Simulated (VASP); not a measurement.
# WS2 (P6_3/mmc) in VASP: a series of runs

WS2 is run at these levels: PBEsol; tasks: single point.

All numbers are computed with VASP 6.6.1; they aren't measurements. Logs are shortened: lines on timing, memory, paths and dates and some standing lists are left out, and cuts for length are marked.

### 1 The cell of the first run

Symmetry: P6_3/mmc, No. 194, hexagonal system. Conventional cell: a = 3.146 Å, b = 3.146 Å, c = 12.697 Å, α = 90.00°, β = 90.00°, γ = 120.00°. W (site symmetry -6m2) has 6 S at 2.29 Å within 3.0 Å. Within 3.0 Å of S (site symmetry 3m) lie 3 W at 2.29 Å and 1 S at 2.80 Å.

### 2 Single point, PBEsol (atoms shifted along a free coordinate)

Input file INCAR:

```
ALGO = Normal
EDIFF = 1E-7
ENCUT = 520
GGA = PS
ISIF = 2
ISMEAR = 0
LASPH = T
LCHARG = F
LREAL = F
LWAVE = F
NBANDS = 35
NELM = 80
PREC = Accurate
SIGMA = 0.05
```

Input file KPOINTS:

```
k-points
0
Gamma
  12 12 2
```

Input file POSCAR:

```
WS2
1.0
    3.1462408358      0.0000000000      0.0000000000
   -1.5731204179      2.7247244902      0.0000000000
    0.0000000000      0.0000000000     12.6966546967
W S
2 4
Direct
    0.3333333333      0.6666666667      0.2500000000
    0.6666666667      0.3333333333      0.7500000000
    0.3333333333      0.6666666667      0.6396781747
    0.6666666667      0.3333333333      0.1396781747
    0.3333333333      0.6666666667      0.8603218253
    0.6666666667      0.3333333333      0.3603218253
```

Potentials or basis: VASP PAW PBE potentials, release 64 (W_sv, S).

Started as:

```console
$ cat potpaw_PBE.64/W_sv/POTCAR potpaw_PBE.64/S/POTCAR > POTCAR
$ mpirun -np 1 vasp_std > vasp.out
```

OUTCAR:

```text
EDIFF = 1E-7
   ENCUT = 520
   GGA = PS
   ISIF = 2
   ISMEAR = 0
   LASPH = T
   LREAL = F
   NELM = 80
   PREC = Accurate

 ion  position               nearest neighbor table
   1  0.333  0.667  0.250-   4 2.29   6 2.29   4 2.29   6 2.29   4 2.29   6 2.29
   2  0.667  0.333  0.750-   3 2.29   5 2.29   3 2.29   5 2.29   3 2.29   5 2.29
   3  0.333  0.667  0.640-   2 2.29   2 2.29   2 2.29
   4  0.667  0.333  0.140-   1 2.29   1 2.29   1 2.29
   5  0.333  0.667  0.860-   2 2.29   2 2.29   2 2.29
   6  0.667  0.333  0.360-   1 2.29   1 2.29   1 2.29

  LATTYP: Found a hexagonal cell.
 ALAT       =     3.1462408358
 C/A-ratio  =     4.0354999376

  Lattice vectors:

 A1 = (   3.1462408358,   0.0000000000,   0.0000000000)
 A2 = (  -1.5731204179,   2.7247244902,   0.0000000000)
 A3 = (   0.0000000000,   0.0000000000,  12.6966546967)

Analysis of symmetry for initial positions (statically):
=====================================================================
 Subroutine PRICEL returns:
 Original cell was already a primitive cell.

 Routine SETGRP: Setting up the symmetry group for a
 hexagonal supercell.

 Subroutine GETGRP returns: Found 24 space group operations
 (whereof 12 operations were pure point group operations)
 out of a pool of 24 trial point group operations.

The static configuration has the point symmetry D_3d.
 The point group associated with its full space group is D_6h.

Analysis of symmetry for dynamics (positions and initial velocities):
=====================================================================
 Subroutine PRICEL returns:
 Original cell was already a primitive cell.

 Routine SETGRP: Setting up the symmetry group for a
 hexagonal supercell.

 Subroutine GETGRP returns: Found 24 space group operations
 (whereof 12 operations were pure point group operations)
 out of a pool of 24 trial point group operations.

The dynamic configuration has the point symmetry D_3d.
 The point group associated with its full space group is D_6h.

 Subroutine INISYM returns: Found 24 space group operations
 (whereof 12 operations are pure point group operations),
 and found     1 'primitive' translations

----------------------------------------------------------------------------------------

                                     Primitive cell
[... 94 lines left out ...]
   LNONCOLLINEAR =      F non collinear calculations
   LSORBIT =      F    spin-orbit coupling
   LASPH  =      T    aspherical Exc in radial PAW
   ENCUT  =  520.0 eV  38.22 Ry    6.18 a.u.   5.85  5.85 23.61*2*pi/ulx,y,z
   NELM   =     80;   NELMIN=  2; NELMDL= -5     # of ELM steps
   EDIFF  = 0.1E-06   stopping-criterion for ELM
   LREAL  =      F    real-space projection
   EDIFFG = 0.1E-05   stopping-criterion for IOM
   NSW    =      0    number of steps for IOM
   IBRION =     -1    ionic relax: 0-MD 1-quasi-New 2-CG
   NFREE  =      0    steps in history (QN), initial steepest desc. (CG)
   ISIF   =      2    stress and relaxation
   ISYM   =      2    0-nonsym 1-usesym 2-fastsym
   POTIM  = 0.5000    time-step for ionic-motion
   TEBEG  =    0.0;   TEEND  =   0.0 temperature during run
   PSTRESS=    0.0 pullay stress
   NELECT =      52.0000    total number of electrons
   NUPDOWN=      -1.0000    fix difference up-down
   EMIN   =  10.00;   EMAX   =-10.00  energy-range for DOS
   EFERMI =   0.00;   METHOD = LEGACY
   ISMEAR =     0;   SIGMA  =   0.05  broadening in eV -4-tet -1-fermi 0-gaus
   EFERMI_NEDOS =   21; number of points for ismear=-14 and -15
   IALGO  =     38    algorithm
   IMIX   =      4    mixing-type and parameters
     AMIX     =   0.40;   BMIX     =  1.00
     AMIX_MAG =   1.60;   BMIX_MAG =  1.00
  volume/ion in A,a.u.               =      18.14       122.42
  Fermi-wavevector in a.u.,A,eV,Ry     =   1.279798  2.418467 22.284739  1.637882
  Thomas-Fermi vector in A             =   2.412262
   LORBIT       =      0    0 simple, 1 ext, 2 COOP (PROOUT), +10 PAW based schemes
   GGA     = PS    functional components
   LHFCALC =     F    Hartree Fock is set to
   AEXX    =    0.0000 exact exchange contribution
   IVDW    =     0    specifies the selected vdW correction
   LEPSILON=     F    determine dielectric tensor
   LRPA    =     F    only Hartree local field effects (RPA)
 non-spin polarized calculation
 Gauss-broadening in eV      SIGMA  =   0.05
  energy-cutoff  :      520.00
  volume of cell :      108.84
 maximum number of plane-waves:      2962
 NGX is ok and might be reduce to    24
   NGX = 11   NGY = 11   NGZ = 47

 number of electron      51.9999993 magnetization

 Free energy of the ion-electron system (eV)
  ---------------------------------------------------
  ext. energy  EPLUGINS =         0.00000000
  ---------------------------------------------------
  free energy    TOTEN  =       -49.22757069 eV

  energy without entropy =      -49.22723417  energy(sigma->0) =      -49.22740243

 E-fermi :   7.5047     XC(G=0): -10.6950

 val. band max:        7.5040227823   @ k =   0.0000   0.0000   0.0000
 cond. band min:       7.5585419575   @ k =   0.3333   0.3333   0.0000
 fundamental gap:      0.0545191752
 Fermi energy:         7.5047088037

 k-point     1 :       0.0000    0.0000    0.0000
  band No.  band energies     occupation
      1     -67.3724      2.00000
      2     -67.3723      2.00000
      3     -31.7392      2.00000
      4     -31.7391      2.00000
      5     -31.6066      2.00000
      6     -31.6066      2.00000
[... 901 lines left out ...]
     34      11.6529      0.00000
     35      13.3400      0.00000

 [... further k-points ...]
[... 5 lines left out ...]
  --------------------------------------------------------------------------------------
  -------------------------------------------------------------------------------------
  Total       10.2976373     10.2976373     23.4381663      0.0000000     -0.0000000      0.0000000
  in kB      151.5808389    151.5808389    345.0089387      0.0000000     -0.0000000      0.0000000
  external PRESSURE =     216.0568721 kB  Pullay stress =       0.0000000 kB

 VOLUME and BASIS-vectors are now :
 -----------------------------------------------------------------------------
  energy-cutoff  :      520.00
  volume of cell :      108.84
      direct lattice vectors                 reciprocal lattice vectors
     3.146240836  0.000000000  0.000000000     0.317839623  0.183504792  0.000000000
    -1.573120418  2.724724490  0.000000000     0.000000000  0.367009583  0.000000000
     0.000000000  0.000000000 12.696654697     0.000000000  0.000000000  0.078760904

 POSITION                                       TOTAL-FORCE (eV/Angst)
 -----------------------------------------------------------------------------------
     -0.00000      1.81648      3.17416         0.000000     -0.000000     -0.000000
      1.57312      0.90824      9.52249        -0.000000      0.000000     -0.000000
     -0.00000      1.81648      8.12177         0.000000      0.000000     -4.231961
      1.57312      0.90824      1.77345         0.000000     -0.000000     -4.231961
     -0.00000      1.81648     10.92321         0.000000      0.000000      4.231961
      1.57312      0.90824      4.57488         0.000000     -0.000000      4.231961
 -----------------------------------------------------------------------------------
    total drift:                                0.000000     -0.000000      0.000000

  FREE ENERGIE OF THE ION-ELECTRON SYSTEM (eV)
  ---------------------------------------------------
  free  energy   TOTEN  =       -49.2275706948 eV

  energy  without entropy=      -49.2272341697  energy(sigma->0) =      -49.22740243
```

OSZICAR:

```text
N       E                     dE             d eps       ncg     rms          rms(c)
DAV:   1     0.525299542716E+03    0.52530E+03   -0.28606E+04  2940   0.149E+03
DAV:   2    -0.178116403098E+02   -0.54311E+03   -0.52463E+03  3106   0.414E+02
DAV:   3    -0.508248872238E+02   -0.33013E+02   -0.32525E+02  3380   0.978E+01
DAV:   4    -0.515952268366E+02   -0.77034E+00   -0.76701E+00  3234   0.156E+01
DAV:   5    -0.516127679642E+02   -0.17541E-01   -0.17535E-01  3206   0.249E+00    0.497E+01
DAV:   6    -0.494947057849E+02    0.21181E+01   -0.60806E+00  3064   0.165E+01    0.215E+01
DAV:   7    -0.492623806782E+02    0.23233E+00   -0.12368E+00  3041   0.544E+00    0.694E+00
DAV:   8    -0.492317193247E+02    0.30661E-01   -0.19402E-01  3164   0.260E+00    0.181E+00
DAV:   9    -0.492286524783E+02    0.30668E-02   -0.15325E-02  3192   0.669E-01    0.998E-01
DAV:  10    -0.492275999047E+02    0.10526E-02   -0.13019E-02  3216   0.618E-01    0.193E-01
DAV:  11    -0.492275344609E+02    0.65444E-04   -0.18538E-03  2975   0.231E-01    0.790E-02
DAV:  12    -0.492275487680E+02   -0.14307E-04   -0.85232E-05  2987   0.649E-02    0.210E-02
DAV:  13    -0.492275680227E+02   -0.19255E-04   -0.18645E-05  3150   0.233E-02    0.186E-02
DAV:  14    -0.492275702651E+02   -0.22424E-05   -0.45175E-06  2747   0.964E-03    0.533E-03
DAV:  15    -0.492275706379E+02   -0.37281E-06   -0.94828E-07  2884   0.474E-03    0.332E-03
DAV:  16    -0.492275706948E+02   -0.56932E-07   -0.79002E-08  1974   0.151E-03
   1 F= -.49227571E+02 E0= -.49227402E+02  d E =-.336525E-03
```

stdout:

```text
POSCAR found type information on POSCAR W S
 POSCAR found :  2 types and       6 ions
 scaLAPACK will be used
 -----------------------------------------------------------------------------
|                                                                             |
|                                                                             |
|     You enforced a specific xc type in the INCAR file but a different       |
|     I HOPE YOU KNOW WHAT YOU ARE DOING!                                     |
|                                                                             |
 -----------------------------------------------------------------------------

 LDA part: xc-table for (Slater+PW92), standard interpolation
 POSCAR, INCAR and KPOINTS ok, starting setup
 FFT: planning ... GRIDC
 FFT: planning ... GRID_SOFT
 FFT: planning ... GRID
 WAVECAR not read
 entering main loop
```

Run time: 2 min. Hardware: 1 thread of Intel Xeon Platinum 8259CL at 2.50GHz (Skylake/Cascade Lake), shared host; peak memory 0.28 GiB.

What came out:

- Free energy: -49.2276 eV
- Pressure: 21.6 GPa
- Largest force: 4.232 eV/Å

Forces in eV/Å, atoms in the order of the input:
```
W    0.000  0.000  0.000
W    0.000  0.000  0.000
S    0.000  0.000 -4.232
S    0.000  0.000 -4.232
S    0.000  0.000  4.232
S    0.000  0.000  4.232
```

Caveat: the cell differs from its parent crystal (atoms shifted along a free coordinate); the cell stands under pressure; the PAW data sets were made with another functional, which shifts forces and pressure a little; spin-orbit coupling is left out, which moves the levels of the heavy elements; this functional lacks dispersion, which binds the layers, so the pressure and a relaxed spacing across them are unreliable.

### 3 Single point, PBEsol (atoms shifted along a free coordinate)

Input file INCAR:

```
SYSTEM = WS2
PREC     = Accurate       ! precision mode
ENCUT    = 520            ! plane-wave cutoff, eV
EDIFF    = 1E-6           ! SCF threshold, eV
ISMEAR   = 0              ! smearing method
SIGMA    = 0.05           ! smearing width, eV
LREAL    = .False.        ! projectors in reciprocal space
LASPH    = .True.         ! aspherical terms in the spheres
NELM     = 100            ! most SCF steps
ALGO     = Normal         ! electronic algorithm
ISIF     = 2              ! what is computed and relaxed
LWAVE    = .False.        ! write WAVECAR
LCHARG   = .False.        ! write CHGCAR
GGA      = PS             ! functional
NBANDS   = 35             ! bands
```

Input file KPOINTS:

```
Automatic mesh
0
Gamma
  12 12 2
  0 0 0
```

Input file POSCAR:

```
WS2
1.0
    3.1739402409      0.0000000000      0.0000000000
   -1.5869701204      2.7487128787      0.0000000000
    0.0000000000      0.0000000000     12.8084356442
W S
2 4
Direct
    0.3333333333      0.6666666667      0.2500000000
    0.6666666667      0.3333333333      0.7500000000
    0.3333333333      0.6666666667      0.6462389580
    0.6666666667      0.3333333333      0.1462389580
    0.3333333333      0.6666666667      0.8537610420
    0.6666666667      0.3333333333      0.3537610420
```

Potentials or basis: VASP PAW PBE potentials, release 64 (W_sv, S).

Started as:

```console
$ cat potpaw_PBE.64/W_sv/POTCAR potpaw_PBE.64/S/POTCAR > POTCAR
$ mpirun -np 1 vasp_std > vasp.out
```

Run time: 2.1 min. Hardware: 1 thread of Intel Xeon Platinum 8259CL at 2.50GHz (Skylake/Cascade Lake), shared host; peak memory 0.28 GiB.

Results (log left out):

```yaml
Free_energy: -47.9643 eV
Pressure: 28.3 GPa
Largest_force: 6.089 eV/Å
Band_gap_on_the_k_mesh: zero (bands 26 and 27 overlap by 0.73 eV)
```

Forces in eV/Å, atoms in the order of the input:
```
W    0.000  0.000  0.000
W    0.000  0.000  0.000
S    0.000  0.000 -6.089
S    0.000  0.000 -6.089
S    0.000  0.000  6.089
S    0.000  0.000  6.089
```

Stress tensor (GPa, compression positive):
```
19.55  0.00  0.00
 0.00 19.55  0.00
 0.00  0.00 45.83
```

Levels at points of the mesh, in eV from the Fermi level:
| k point | band 22 | band 23 | band 24 | band 25 | band 26 | band 27 | band 28 | band 29 | band 30 | band 31 |
| --- | --- | --- | --- | --- | --- | --- | --- | --- | --- | --- |
| (0.00, 0.00, 0.00) | -3.80 | -2.93 | -1.64 | -0.52 | 0.34 | 1.85 | 1.85 | 1.85 | 1.85 | 2.85 |
| (0.50, 0.00, 0.00) | -3.21 | -2.42 | -2.38 | -2.18 | -2.07 | 1.36 | 1.38 | 1.75 | 1.75 | 3.36 |
| (0.00, 0.00, 0.50) | -3.80 | -2.40 | -2.40 | 0.04 | 0.04 | 1.85 | 1.85 | 1.85 | 1.85 | 2.88 |
| (0.50, 0.00, 0.50) | -3.22 | -2.41 | -2.41 | -2.12 | -2.12 | 1.37 | 1.37 | 1.75 | 1.75 | 3.50 |

Caveat: the cell differs from its parent crystal (atoms shifted along a free coordinate); the cell stands under pressure; the PAW data sets were made with another functional, which shifts forces and pressure a little; spin-orbit coupling is left out, which moves the levels of the heavy elements; this functional lacks dispersion, which binds the layers, so the pressure and a relaxed spacing across them are unreliable.

### 4 Single point, PBEsol (atoms shifted along a free coordinate)

Input file INCAR:

```
PREC = Accurate ; ENCUT = 520
EDIFF = 1E-6 ; ISMEAR = 0
SIGMA = 0.05 ; LREAL = F
LASPH = T ; NELM = 60
ALGO = Normal ; ISIF = 2
LWAVE = F ; LCHARG = F
GGA = PS ; NBANDS = 35
```

Input file KPOINTS:

```
Automatic mesh
0
Gamma
  12 12 2
```

Edit POSCAR of step 3 so:

```diff
@@ -2,5 +2,5 @@
 1.0
-    3.1739402409      0.0000000000      0.0000000000
-   -1.5869701204      2.7487128787      0.0000000000
-    0.0000000000      0.0000000000     12.8084356442
+    3.2012002007      0.0000000000      0.0000000000
+   -1.6006001004      2.7723206964      0.0000000000
+    0.0000000000      0.0000000000     12.9184432105
 W S
```

Started as:

```console
$ cat potpaw_PBE.64/W_sv/POTCAR potpaw_PBE.64/S/POTCAR > POTCAR
$ mpirun -np 1 vasp_std > vasp.out
```

Run time: 2 min. Hardware: 1 thread of Intel Xeon Platinum 8259CL at 2.50GHz (Skylake/Cascade Lake), shared host; peak memory 0.29 GiB.

It converged, with:

```yaml
Free_energy: -48.4237 eV
Pressure: 22.4 GPa
Largest_force: 5.341 eV/Å
Band_gap_on_the_k_mesh: zero (bands 26 and 27 overlap by 0.67 eV)
```

Forces on the atoms (eV/Å):
```
W    0.000  0.000  0.000
W    0.000  0.000  0.000
S    0.000  0.000 -5.341
S    0.000  0.000 -5.341
S    0.000  0.000  5.341
S    0.000  0.000  5.341
```

Stress tensor (GPa, compression positive):
```
13.80  0.00  0.00
 0.00 13.80  0.00
 0.00  0.00 39.45
```

Levels at points of the mesh, in eV from the Fermi level:
| k point | band 22 | band 23 | band 24 | band 25 | band 26 | band 27 | band 28 | band 29 | band 30 | band 31 |
| --- | --- | --- | --- | --- | --- | --- | --- | --- | --- | --- |
| (0.00, 0.00, 0.00) | -3.70 | -2.84 | -1.61 | -0.46 | 0.33 | 1.83 | 1.83 | 1.84 | 1.84 | 2.78 |
| (0.50, 0.00, 0.00) | -3.17 | -2.37 | -2.33 | -2.10 | -2.00 | 1.34 | 1.35 | 1.69 | 1.69 | 3.33 |
| (0.00, 0.00, 0.50) | -3.70 | -2.33 | -2.33 | 0.05 | 0.05 | 1.84 | 1.84 | 1.84 | 1.84 | 2.80 |
| (0.50, 0.00, 0.50) | -3.18 | -2.36 | -2.36 | -2.04 | -2.04 | 1.35 | 1.35 | 1.69 | 1.69 | 3.48 |

Caveat: the cell differs from its parent crystal (atoms shifted along a free coordinate); the cell stands under pressure; the PAW data sets were made with another functional, which shifts forces and pressure a little; spin-orbit coupling is left out, which moves the levels of the heavy elements; this functional lacks dispersion, which binds the layers, so the pressure and a relaxed spacing across them are unreliable.

### 5 Single point, PBEsol (atoms shifted along a free coordinate)

Input file INCAR:

```
SYSTEM = WS2
  PREC = Accurate
  ENCUT = 520
  EDIFF = 1E-7
  ISMEAR = 0
  SIGMA = 0.05
  LREAL = .False.
  LASPH = .True.
  NELM = 60
  ALGO = Normal
  ISIF = 2
  LWAVE = .False.
  LCHARG = .False.
  GGA = PS
  NBANDS = 35
```

Input file KPOINTS:

```
regular mesh
0
Gamma
  12 12 2
  0 0 0
```

Input file POSCAR:

```
WS2
1.0
    3.1180283786      0.0000000000      0.0000000000
   -1.5590141893      2.7002917856      0.0000000000
    0.0000000000      0.0000000000     12.5828033276
W S
2 4
Direct
    0.3333333333      0.6666666667      0.2500000000
    0.6666666667      0.3333333333      0.7500000000
    0.3333333333      0.6666666667      0.6265487320
    0.6666666667      0.3333333333      0.1265487320
    0.3333333333      0.6666666667      0.8734512680
    0.6666666667      0.3333333333      0.3734512680
```

Started as:

```console
$ cat potpaw_PBE.64/W_sv/POTCAR potpaw_PBE.64/S/POTCAR > POTCAR
$ mpirun -np 1 vasp_std > vasp.out
```

Wall time 4 min (1 thread of Intel Xeon 8259CL, shared host); peak memory 0.29 GiB.

It converged, with:

```yaml
Free_energy: -50.5085 eV
Pressure: 4.9 GPa
Largest_force: 0.537 eV/Å
Band_gap_on_the_k_mesh: 1.10 eV (least direct gap 1.93 eV)
```

Forces on the atoms (eV/Å):
```
W    0.000  0.000  0.000
W    0.000  0.000  0.000
S    0.000  0.000 -0.537
S    0.000  0.000 -0.537
S    0.000  0.000  0.537
S    0.000  0.000  0.537
```

Stress tensor (GPa, compression positive):
```
4.73 0.00 0.00
0.00 4.73 0.00
0.00 0.00 5.16
```

Levels at points of the mesh, in eV from the valence-band top:
```tsv
k point	band 22	band 23	band 24	band 25	band 26	band 27	band 28	band 29	band 30	band 31
(0.00, 0.00, 0.00)	-2.14	-2.14	-1.67	-1.21	0.00	2.51	2.51	2.51	2.51	2.66
(0.50, 0.00, 0.00)	-2.73	-1.81	-1.67	-1.63	-1.51	2.55	2.58	2.81	3.12	3.29
(0.00, 0.00, 0.50)	-2.16	-2.16	-2.16	-0.35	-0.35	2.51	2.51	2.51	2.51	2.73
(0.50, 0.00, 0.50)	-2.82	-1.74	-1.74	-1.56	-1.56	2.56	2.56	2.98	2.98	3.56
```

Caveat: the cell differs from its parent crystal (atoms shifted along a free coordinate); the cell stands under pressure; the PAW data sets were made with another functional, which shifts forces and pressure a little; spin-orbit coupling is left out, which moves the levels of the heavy elements; this functional lacks dispersion, which binds the layers, so the pressure and a relaxed spacing across them are unreliable. A k mesh can miss the band edges.

### 6 Overview

```tsv
cell	gap on the mesh (eV)	pressure (GPa)	largest force (eV/Å)
a = 3.146, b = 3.146, c = 12.697 Å, angles 90.0, 90.0, 120.0°, 6 atoms, atomic positions A	-	21.6	4.23
a = 3.174, b = 3.174, c = 12.808 Å, angles 90.0, 90.0, 120.0°, 6 atoms, atomic positions B	none	28.3	6.09
a = 3.201, b = 3.201, c = 12.918 Å, angles 90.0, 90.0, 120.0°, 6 atoms, atomic positions B	none	22.4	5.34
a = 3.118, b = 3.118, c = 12.583 Å, angles 90.0, 90.0, 120.0°, 6 atoms, atomic positions C	1.10	4.9	0.54
```

Alike in all rows: task single point; level PBEsol; potentials or basis VASP PAW PBE potentials, release 64 (W_sv, S); no spin polarisation; k mesh 12 × 12 × 2; cutoff (eV) 520; smearing gaussian 0.05 eV.

Caveats: the cell stands under pressure; the PAW data sets were made with another functional, which shifts forces and pressure a little; spin-orbit coupling is left out, which moves the levels of the heavy elements; this functional lacks dispersion, which binds the layers, so the pressure and a relaxed spacing across them are unreliable.

Total energies depend on the potentials used, so only differences within one code and one set of settings carry meaning.
